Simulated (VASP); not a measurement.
Write the native input for VASP 6.6.1 that does the following.

```
Task                   : relaxation of cell and atoms
Functional             : PBE
Potentials or basis    : VASP PAW PBE potentials, release 64 (Hf_pv, S)
Cutoff                 : 600 eV
k mesh                 : 3 × 3 × 4
Occupations            : gaussian, width 0.1 eV
Spin                   : no spin polarisation
Dipole correction      : no
Further INCAR settings : ALGO = Normal; EDIFF = 1e-06; IBRION = 2; EDIFFG = -0.04; NSW = 90; ISIF = 3
```

The structure of HfS5 lies in POSCAR:

```
HfS5
1.0
    5.7584921400      0.0000000000      0.0000000000
   -2.8792460700      4.9870004800      0.0000000000
    0.0000000000      0.0000000000      4.7258346900
Hf S
1 5
Direct
    0.0000000000      0.0000000000      0.0000000000
    0.5000000000      0.0000000000      0.5000000000
    0.5000000000      0.5000000000      0.5000000000
    0.0000000000      0.5000000000      0.5000000000
    0.3333333300      0.6666666700      0.0000000000
    0.6666666700      0.3333333300      0.0000000000
```

These files were run (other wordings do the same):

INCAR

```
ALGO = Normal
EDIFF = 1E-6
EDIFFG = -0.04
ENCUT = 600
GGA = PE
IBRION = 2
ISIF = 3
ISMEAR = 0
LASPH = T
LCHARG = F
LREAL = F
LWAVE = F
NELM = 60
NSW = 90
PREC = Accurate
SIGMA = 0.1
```

KPOINTS

```
k-points
0
Gamma
  3 3 4
```

Potentials or basis: VASP PAW PBE potentials, release 64 (Hf_pv, S).

Run with:

```sh
$ cat potpaw_PBE.64/Hf_pv/POTCAR potpaw_PBE.64/S/POTCAR > POTCAR
$ mpirun -np 1 vasp_std > vasp.out
```

Results of the run:

```yaml
Relaxed_volume: 22.36 Å³/atom
Relaxed_cell: a = 4.604 Å, b = 4.604 Å, c = 7.309 Å, α = 90.00°, β = 90.00°, γ = 120.00°
Space_group_after_relaxing_to_0.05_Å: P6/mmm (No. 191)
Energy_gained_by_relaxing: 909.5 meV/atom
Ionic_steps: 25
Pressure_after_relaxing: 0.1 GPa
Band_gap_on_the_k_mesh: zero (band 20 reaches 5.21 eV, above the bottom of band 21 at 4.41 eV)
```

Caveat: the k points lie up to 0.53 Å⁻¹ apart in the final cell; spin-orbit coupling is left out, which moves the levels of the heavy elements.

Wall time 9.9 min on 1 thread of Intel(R) Xeon(R) Platinum 8488C (Sapphire Rapids), on a shared host, peak memory 0.33 GiB.
